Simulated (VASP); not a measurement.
# TePb (Fm-3m) in VASP: further runs

Aim: see how the results for TePb move with the level of theory and the settings. Levels: BLYP+D3(BJ), PBE+D4, revPBE. Tasks: single point.

Everything below comes from runs of VASP 6.6.1. Logs are shortened: lines on timing, memory, paths and dates and some standing lists are left out, and cuts for length are marked.

### Step 1. The cell of the first run

Symmetry: Fm-3m, No. 225, cubic system. The conventional cell has a = 6.462 Å, b = 6.462 Å, c = 6.462 Å, α = 90.00°, β = 90.00°, γ = 90.00°. Within 4.3 Å of Pb (site symmetry m-3m) lie 6 Te at 3.23 Å. Within 4.3 Å of Te (site symmetry m-3m) lie 6 Pb at 3.23 Å.

### Step 2. Single point, BLYP+D3(BJ)

Input file INCAR:

```
SYSTEM = TePb
AGGAC = 1.0
AGGAX = 1.0
ALDAC = 0.0
ALDAX = 1.0
ALGO = Normal
EDIFF = 1E-6
ENCUT = 520
GGA = B5
ISIF = 2
ISMEAR = -1
IVDW = 12
LASPH = .True.
LCHARG = .True.
LELF = .True.
LREAL = .False.
LVHAR = .True.
LWAVE = .False.
NBANDS = 17
NELM = 80
PREC = Accurate
SIGMA = 0.05
VDW_A1 = 0.4298
VDW_A2 = 4.2359
VDW_S6 = 1.0
VDW_S8 = 2.6996
```

Input file KPOINTS:

```
k-points
0
Gamma
  7 7 7
  0 0 0
```

Input file POSCAR:

```
TePb
1.0
    0.0000000000      3.2310000000      3.2310000000
    3.2310000000      0.0000000000      3.2310000000
    3.2310000000      3.2310000000      0.0000000000
Pb Te
1 1
Direct
    0.0000000000      0.0000000000      0.0000000000
    0.5000000000      0.5000000000      0.5000000000
```

Potentials or basis: VASP PAW PBE potentials, release 64 (Pb_d, Te).

The run is started by

```console
> cat potpaw_PBE.64/Pb_d/POTCAR potpaw_PBE.64/Te/POTCAR > POTCAR
> mpirun -np 1 vasp_std > vasp.out
```

OUTCAR:

```text
SYSTEM = TePb
   EDIFF = 1E-6
   ENCUT = 520
   GGA = B5
   ISIF = 2
   ISMEAR = -1
   IVDW = 12
   LASPH = .True.
   LREAL = .False.
   NELM = 80
   PREC = Accurate
 IVDW          = 12

 ion  position               nearest neighbor table
   1  0.000  0.000  0.000-   2 3.23   2 3.23   2 3.23   2 3.23   2 3.23   2 3.23
   2  0.500  0.500  0.500-   1 3.23   1 3.23   1 3.23   1 3.23   1 3.23   1 3.23

  LATTYP: Found a face centered cubic cell.
 ALAT       =     6.4620000000

  Lattice vectors:

 A1 = (   0.0000000000,   3.2310000000,   3.2310000000)
 A2 = (   3.2310000000,   0.0000000000,   3.2310000000)
 A3 = (   3.2310000000,   3.2310000000,   0.0000000000)

Analysis of symmetry for initial positions (statically):
=====================================================================
 Subroutine PRICEL returns:
 Original cell was already a primitive cell.

 Routine SETGRP: Setting up the symmetry group for a
 face centered cubic supercell.

 Subroutine GETGRP returns: Found 48 space group operations
[... 9 lines left out ...]

 Routine SETGRP: Setting up the symmetry group for a
 face centered cubic supercell.

 Subroutine GETGRP returns: Found 48 space group operations
[... 11 lines left out ...]
                                     Primitive cell

  volume of cell :      67.4592

  direct lattice vectors                    reciprocal lattice vectors
     0.000000000  3.231000000  3.231000000    -0.154750851  0.154750851  0.154750851
     3.231000000  0.000000000  3.231000000     0.154750851 -0.154750851  0.154750851
     3.231000000  3.231000000  0.000000000     0.154750851  0.154750851 -0.154750851

  length of vectors
     4.569324020  4.569324020  4.569324020     0.268036337  0.268036337  0.268036337

  position of ions in fractional coordinates (direct lattice)
     0.000000000  0.000000000  0.000000000
     0.500000000  0.500000000  0.500000000

  ion indices of the primitive-cell ions
   primitive index   ion index
                 1           1
                 2           2

----------------------------------------------------------------------------------------

 KPOINTS: k-points

Automatic generation of k-mesh.
 Grid dimensions read from file:
 generate k-points for:    7    7    7

 Generating k-lattice:

  Cartesian coordinates                     Fractional coordinates (reciprocal lattice)
    -0.022107264  0.022107264  0.022107264     0.142857143  0.000000000  0.000000000
     0.022107264 -0.022107264  0.022107264     0.000000000  0.142857143  0.000000000
     0.022107264  0.022107264 -0.022107264     0.000000000  0.000000000  0.142857143

  Length of vectors
     0.038290905  0.038290905  0.038290905

  Shift w.r.t. Gamma in fractional coordinates (k-lattice)
     0.000000000  0.000000000  0.000000000

 Subroutine IBZKPT returns following result:
 ===========================================

 Found     20 irreducible k-points:

 Following reciprocal coordinates:
            Coordinates               Weight
  0.000000  0.000000  0.000000      1.000000
  0.142857  0.000000  0.000000      8.000000
  0.285714  0.000000  0.000000      8.000000
  0.428571  0.000000  0.000000      8.000000
  0.142857  0.142857  0.000000      6.000000
  0.285714  0.142857  0.000000     24.000000
[... 12 lines left out ...]
 -0.428571  0.428571  0.142857     24.000000
 -0.285714  0.428571  0.142857     24.000000
   k-points           NKPTS =     20   k-points in BZ     NKDIM =     20   number of bands    NBANDS=     17
   number of dos      NEDOS =    301   number of ions     NIONS =      2
   total plane-waves  NPLWV =  46656
   dimension x,y,z NGX =    36 NGY =   36 NGZ =   36
   dimension x,y,z NGXF=    72 NGYF=   72 NGZF=   72
   ions per type =               1   1
   NGX,Y,Z   is equivalent  to a cutoff of  13.10, 13.10, 13.10 a.u.
   NGXF,Y,Z  is equivalent  to a cutoff of  26.20, 26.20, 26.20 a.u.
 SYSTEM =  TePb
   PREC   = accura    normal or accurate (medium, high low for compatibility)
   ISTART =      0    job   : 0-new  1-cont  2-samecut
   ICHARG =      2    charge: 1-file 2-atom 10-const
   ISPIN  =      1    spin polarized calculation?
   LNONCOLLINEAR =      F non collinear calculations
   LSORBIT =      F    spin-orbit coupling
   LASPH  =      T    aspherical Exc in radial PAW
   ENCUT  =  520.0 eV  38.22 Ry    6.18 a.u.   8.50  8.50  8.50*2*pi/ulx,y,z
   NELM   =     80;   NELMIN=  2; NELMDL= -5     # of ELM steps
   EDIFF  = 0.1E-05   stopping-criterion for ELM
   LREAL  =      F    real-space projection
   EDIFFG = 0.1E-04   stopping-criterion for IOM
   NSW    =      0    number of steps for IOM
   IBRION =     -1    ionic relax: 0-MD 1-quasi-New 2-CG
   NFREE  =      0    steps in history (QN), initial steepest desc. (CG)
   ISIF   =      2    stress and relaxation
   ISYM   =      2    0-nonsym 1-usesym 2-fastsym
   POTIM  = 0.5000    time-step for ionic-motion
   TEBEG  =    0.0;   TEEND  =   0.0 temperature during run
   PSTRESS=    0.0 pullay stress
   NELECT =      20.0000    total number of electrons
   NUPDOWN=      -1.0000    fix difference up-down
   EMIN   =  10.00;   EMAX   =-10.00  energy-range for DOS
   EFERMI =   0.00;   METHOD = LEGACY
   ISMEAR =    -1;   SIGMA  =   0.05  broadening in eV -4-tet -1-fermi 0-gaus
   EFERMI_NEDOS =   21; number of points for ismear=-14 and -15
   IALGO  =     38    algorithm
   IMIX   =      4    mixing-type and parameters
     AMIX     =   0.40;   BMIX     =  1.00
     AMIX_MAG =   1.60;   BMIX_MAG =  1.00
  volume/ion in A,a.u.               =      33.73       227.62
  Fermi-wavevector in a.u.,A,eV,Ry     =   1.091619  2.062861 16.213147  1.191633
  Thomas-Fermi vector in A             =   2.227868
   LORBIT       =      0    0 simple, 1 ext, 2 COOP (PROOUT), +10 PAW based schemes
   GGA     = B5    functional components
   LHFCALC =     F    Hartree Fock is set to
   AEXX    =    0.0000 exact exchange contribution
   IVDW    =    12    specifies the selected vdW correction
   LEPSILON=     F    determine dielectric tensor
   LRPA    =     F    only Hartree local field effects (RPA)
 non-spin polarized calculation
  energy-cutoff  :      520.00
  volume of cell :       67.46
 maximum number of plane-waves:      1837
 NGX is ok and might be reduce to    36
   NGX = 17   NGY = 17   NGZ = 17

 number of electron      20.0000002 magnetization

 Free energy of the ion-electron system (eV)
  ---------------------------------------------------
  ext. energy  EPLUGINS =         0.00000000
  ---------------------------------------------------
  free energy    TOTEN  =        -6.25210303 eV

  energy without entropy =       -6.25210173  energy(sigma->0) =       -6.25210238

 E-fermi :   6.5403     XC(G=0):  -8.6997

 val. band max:        5.9941556763   @ k =   0.4286   0.0000   0.0000
 cond. band min:       7.0751007949   @ k =   0.4286   0.0000   0.0000
 fundamental gap:      1.0809451186
 Fermi energy:         6.5403053088

 k-point     1 :       0.0000    0.0000    0.0000
  band No.  band energies     occupation
      1     -10.6541      2.00000
      2     -10.6541      2.00000
      3     -10.6404      2.00000
      4     -10.6404      2.00000
      5     -10.6404      2.00000
      6      -5.9470      2.00000
[... 9 lines left out ...]
     16      12.0904      0.00000
     17      13.8533      0.00000

 k-point     2 :       0.1429    0.0000    0.0000
  band No.  band energies     occupation
      1     -10.6564      2.00000
      2     -10.6564      2.00000
      3     -10.6398      2.00000
      4     -10.6376      2.00000
      5     -10.6376      2.00000
      6      -5.7736      2.00000
[... 9 lines left out ...]
     16      12.4586      0.00000
     17      15.0817      0.00000

 k-point     3 :       0.2857    0.0000    0.0000
  band No.  band energies     occupation
      1     -10.6627      2.00000
      2     -10.6627      2.00000
      3     -10.6388      2.00000
      4     -10.6305      2.00000
      5     -10.6305      2.00000
      6      -5.2831      2.00000
[... 9 lines left out ...]
     16      13.4634      0.00000
     17      17.1425      0.00000

 k-point     4 :       0.4286    0.0000    0.0000
  band No.  band energies     occupation
      1     -10.6680      2.00000
      2     -10.6680      2.00000
      3     -10.6380      2.00000
      4     -10.6245      2.00000
      5     -10.6245      2.00000
      6      -4.6559      2.00000
[... 9 lines left out ...]
     16      14.9411      0.00000
     17      16.2858      0.00000

 k-point     5 :       0.1429    0.1429    0.0000
  band No.  band energies     occupation
      1     -10.6625      2.00000
      2     -10.6520      2.00000
      3     -10.6422      2.00000
      4     -10.6358      2.00000
      5     -10.6358      2.00000
      6      -5.7163      2.00000
[... 9 lines left out ...]
     16      13.0731      0.00000
     17      14.3635      0.00000

 k-point     6 :       0.2857    0.1429    0.0000
  band No.  band energies     occupation
      1     -10.6714      2.00000
      2     -10.6540      2.00000
      3     -10.6419      2.00000
      4     -10.6311      2.00000
      5     -10.6292      2.00000
      6      -5.3334      2.00000
[... 9 lines left out ...]
     16      14.1140      0.00000
     17      15.6674      0.00000

 k-point     7 :       0.4286    0.1429    0.0000
  band No.  band energies     occupation
      1     -10.6769      2.00000
      2     -10.6605      2.00000
      3     -10.6384      2.00000
      4     -10.6273      2.00000
      5     -10.6231      2.00000
      6      -4.7366      2.00000
[... 9 lines left out ...]
     16      15.4885      0.00000
     17      16.2465      0.00000

 k-point     8 :      -0.4286    0.1429    0.0000
  band No.  band energies     occupation
      1     -10.6750      2.00000
      2     -10.6656      2.00000
      3     -10.6358      2.00000
      4     -10.6259      2.00000
      5     -10.6232      2.00000
      6      -4.4406      2.00000
[... 9 lines left out ...]
     16      14.8269      0.00000
     17      16.7500      0.00000
[... 123 lines left out ...]
      1     -10.7126      2.00000
      2     -10.6495      2.00000
      3     -10.6436      2.00000
      4     -10.6160      2.00000
      5     -10.6160      2.00000
      6      -4.4004      2.00000
[... 9 lines left out ...]
     16      16.3967      0.00000
     17      17.4817      0.00000

 k-point    16 :      -0.4286    0.4286    0.0000
  band No.  band energies     occupation
      1     -10.7109      2.00000
      2     -10.6468      2.00000
      3     -10.6467      2.00000
      4     -10.6171      2.00000
      5     -10.6158      2.00000
      6      -4.2316      2.00000
[... 9 lines left out ...]
     16      16.3034      0.00000
     17      17.1205      0.00000

 k-point    17 :       0.4286    0.2857    0.1429
  band No.  band energies     occupation
      1     -10.6811      2.00000
      2     -10.6555      2.00000
      3     -10.6411      2.00000
      4     -10.6258      2.00000
      5     -10.6254      2.00000
      6      -4.8949      2.00000
[... 9 lines left out ...]
     16      15.2377      0.00000
     17      15.9261      0.00000

 k-point    18 :      -0.4286    0.2857    0.1429
  band No.  band energies     occupation
      1     -10.6860      2.00000
      2     -10.6597      2.00000
      3     -10.6358      2.00000
      4     -10.6280      2.00000
      5     -10.6204      2.00000
      6      -4.3843      2.00000
[... 9 lines left out ...]
     16      15.6526      0.00000
     17      16.6594      0.00000

 k-point    19 :      -0.4286    0.4286    0.1429
  band No.  band energies     occupation
      1     -10.7029      2.00000
      2     -10.6507      2.00000
      3     -10.6434      2.00000
      4     -10.6221      2.00000
      5     -10.6160      2.00000
      6      -4.2859      2.00000
[... 9 lines left out ...]
     16      16.4446      0.00000
     17      17.1701      0.00000

 k-point    20 :      -0.2857    0.4286    0.1429
  band No.  band energies     occupation
      1     -10.6966      2.00000
      2     -10.6562      2.00000
      3     -10.6360      2.00000
      4     -10.6289      2.00000
      5     -10.6161      2.00000
      6      -4.1533      2.00000
[... 9 lines left out ...]
     16      16.5638      0.00000
     17      17.0477      0.00000

------------------------ aborting loop because EDIFF is reached ----------------------------------------

 Edisp (eV)   -1.92198

 E8    (eV) :    -1.4812

  FORCE on cell =-STRESS in cart. coord.  units (eV):
  Direction    XX          YY          ZZ          XY          YZ          ZX
  --------------------------------------------------------------------------------------
  -------------------------------------------------------------------------------------
  Total       0.28999     0.28999     0.28999     0.00000     0.00000     0.00000
  in kB       6.88745     6.88745     6.88745     0.00000     0.00000     0.00000
  external pressure =        6.89 kB  Pullay stress =        0.00 kB

 VOLUME and BASIS-vectors are now :
 -----------------------------------------------------------------------------
  energy-cutoff  :      520.00
  volume of cell :       67.46
      direct lattice vectors                 reciprocal lattice vectors
     0.000000000  3.231000000  3.231000000    -0.154750851  0.154750851  0.154750851
     3.231000000  0.000000000  3.231000000     0.154750851 -0.154750851  0.154750851
     3.231000000  3.231000000  0.000000000     0.154750851  0.154750851 -0.154750851

 POSITION                                       TOTAL-FORCE (eV/Angst)
 -----------------------------------------------------------------------------------
      0.00000      0.00000      0.00000         0.000000     -0.000000      0.000000
      3.23100      3.23100      3.23100         0.000000      0.000000     -0.000000
 -----------------------------------------------------------------------------------
    total drift:                               -0.000000      0.000000      0.000000

  FREE ENERGIE OF THE ION-ELECTRON SYSTEM (eV)
  ---------------------------------------------------
  free  energy   TOTEN  =        -8.1740878010 eV

  energy  without entropy=       -8.1740865038  energy(sigma->0) =       -8.17408715
```

Wall time 37 s (1 thread of Intel Xeon 6975P-C, shared host); peak memory 0.22 GiB.

Results:

```yaml
Free_energy: -8.1741 eV
Pressure: 0.7 GPa
Dispersion_energy_per_atom: -0.961 eV
```

Levels at points of the mesh, in eV from the Fermi level:
```csv
k point,band 8,band 9,band 10,band 11,band 12,band 13
"(0.00, 0.00, 0.00)",-1.82,-1.82,-1.82,3.54,3.54,3.54
```

Caveat: this odd mesh misses L, where the gap lies, so gap, dielectric constants and Born charges aren't listed; the PAW data sets were made with another functional, which shifts forces and pressure a little; spin-orbit coupling is left out, which moves the levels of the heavy elements.

### Step 3. Single point, BLYP+D3(BJ)

This run uses another cell than the first one, of 34.40 Å³/atom, 1.020 times its volume.

Input file INCAR:

```
  AGGAC = 1.0
  AGGAX = 1.0
  ALDAC = 0.0
  ALDAX = 1.0
  ALGO = Normal
  EDIFF = 1E-7
  ENCUT = 520
  GGA = B5
  ISIF = 2
  ISMEAR = -1
  IVDW = 12
  LASPH = True
  LCHARG = False
  LREAL = False
  LWAVE = False
  NBANDS = 17
  NELM = 80
  PREC = Accurate
  SIGMA = 0.05
  VDW_A1 = 0.4298
  VDW_A2 = 4.2359
  VDW_S6 = 1.0
  VDW_S8 = 2.6996
```

Input file KPOINTS:

```
k-points
0
Gamma
  7 7 7
```

Input file POSCAR:

```
TePb
1.0
    0.0000000000      3.2523979746      3.2523979746
    3.2523979746      0.0000000000      3.2523979746
    3.2523979746      3.2523979746      0.0000000000
Pb Te
1 1
Direct
    0.0000000000      0.0000000000      0.0000000000
    0.5000000000      0.5000000000      0.5000000000
```

Potentials or basis: VASP PAW PBE potentials, release 64 (Pb_d, Te).

The run is started by

```console
> cat potpaw_PBE.64/Pb_d/POTCAR potpaw_PBE.64/Te/POTCAR > POTCAR
> mpirun -np 1 vasp_std > vasp.out
```

Run time: 44 s. Hardware: 1 thread of Intel Xeon 6975P-C, shared host; peak memory 0.22 GiB.

Results (log left out):

| Quantity | Value |
| --- | --- |
| Free energy | -8.1767 eV |
| Pressure | -0.1 GPa |
| Dispersion energy per atom | -0.941 eV |

Levels at points of the mesh, in eV from the Fermi level:
```csv
k point,band 8,band 9,band 10,band 11,band 12,band 13
"(0.00, 0.00, 0.00)",-1.76,-1.76,-1.76,3.50,3.50,3.50
```

Caveat: this odd mesh misses L, where the gap lies, so gap, dielectric constants and Born charges aren't listed; the PAW data sets were made with another functional, which shifts forces and pressure a little; spin-orbit coupling is left out, which moves the levels of the heavy elements.

### Step 4. Single point, PBE+D4

This run uses another cell than the first one, of 35.08 Å³/atom, 1.040 times its volume.

Input file INCAR:

```
PREC = Accurate ; ENCUT = 520
EDIFF = 1E-6 ; ISMEAR = -1
SIGMA = 0.05 ; LREAL = False
LASPH = True ; NELM = 60
ALGO = Normal ; ISIF = 2
LWAVE = False ; LCHARG = False
GGA = PE ; IVDW = 13
NBANDS = 17
```

Input file KPOINTS:

```
regular mesh
0
Gamma
  7 7 7
```

Input file POSCAR:

```
TePb
1.0
    0.0000000000      3.2735180337      3.2735180337
    3.2735180337      0.0000000000      3.2735180337
    3.2735180337      3.2735180337      0.0000000000
Pb Te
1 1
Direct
    0.0000000000      0.0000000000      0.0000000000
    0.5000000000      0.5000000000      0.5000000000
```

The run is started by

```console
> cat potpaw_PBE.64/Pb_d/POTCAR potpaw_PBE.64/Te/POTCAR > POTCAR
> mpirun -np 1 vasp_std > vasp.out
```

It took 25 s on 1 thread of Intel Xeon 6975P-C, shared host; peak memory 0.21 GiB.

Results (log left out):

* Free energy: -8.3694 eV
* Pressure: -1.0 GPa
* Dispersion energy per atom: -0.423 eV

Levels at points of the mesh, in eV from the Fermi level:
```
           k point  band 6  band 7  band 8  band 9  band 10  band 11  band 12  band 13  band 14  band 15
(0.00, 0.00, 0.00)  -12.15   -6.14   -1.64   -1.64    -1.64     3.59     3.59     3.59     5.44     5.44
```

Caveat: this odd mesh misses L, where the gap lies, so gap, dielectric constants and Born charges aren't listed; spin-orbit coupling is left out, which moves the levels of the heavy elements.

(Continued in part 2 of 2.)
